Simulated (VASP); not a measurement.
Input of a VASP 6.6.1 run:

POSCAR

```
Sc
1.0
   -1.8836975000      1.8836975000      2.3805000000
    1.8836975000     -1.8836975000      2.3805000000
    1.8743025000      1.8743025000     -2.3805000000
Sc
1
Direct
    0.0000000000      0.0000000000      0.0000000000
```

INCAR.step1

```
ALGO     = Normal         # electronic algorithm
EDIFF    = 1E-4           # SCF threshold, eV
ENCUT    = 520            # plane-wave cutoff, eV
GGA      = PE             # functional
ISMEAR   = -1             # smearing method
LASPH    = T              # aspherical terms in the spheres
LCHARG   = F              # write CHGCAR
LREAL    = F              # projectors in reciprocal space
LWAVE    = T              # write WAVECAR
NBANDS   = 12             # bands
NELM     = 80             # most SCF steps
PREC     = Accurate       # precision mode
SIGMA    = 0.1            # smearing width, eV
```

INCAR.step2

```
ALGO     = Normal         # electronic algorithm
EDIFF    = 1E-7           # SCF threshold, eV
ENCUT    = 520            # plane-wave cutoff, eV
ISIF     = 2              # what is computed and relaxed
ISMEAR   = -1             # smearing method
ISTART   = 1            
LASPH    = T              # aspherical terms in the spheres
LCHARG   = F              # write CHGCAR
LMIXTAU  = T            
LREAL    = F              # projectors in reciprocal space
LWAVE    = F              # write WAVECAR
METAGGA  = R2SCAN         # meta-GGA
NBANDS   = 12             # bands
NELM     = 80             # most SCF steps
PREC     = Accurate       # precision mode
SIGMA    = 0.1            # smearing width, eV
```

The input KPOINTS:

```
k-points
0
Gamma
  13 13 13
```

Potentials or basis: VASP PAW PBE potentials, release 64 (Sc_sv).

Command:

```sh
$ cat potpaw_PBE.64/Sc_sv/POTCAR > POTCAR
$ cp INCAR.step1 INCAR
$ mpirun -np 1 vasp_std > vasp.out
$ cp INCAR.step2 INCAR
$ mpirun -np 1 vasp_std > vasp.out
```

Question: What does it give for the band gap on the k mesh?

Answer: Zero (an odd number of electrons rules out a gap without spin polarisation).

Question: Estimate the pressure.

Answer: -9.6 GPa.

Stress tensor (GPa, compression positive):
```
-9.90  0.07  0.00
 0.07 -9.90  0.00
 0.00  0.00 -9.00
```

Caveat: the cell stands under tension; the PAW data sets were made with another functional, which shifts forces and pressure a little.
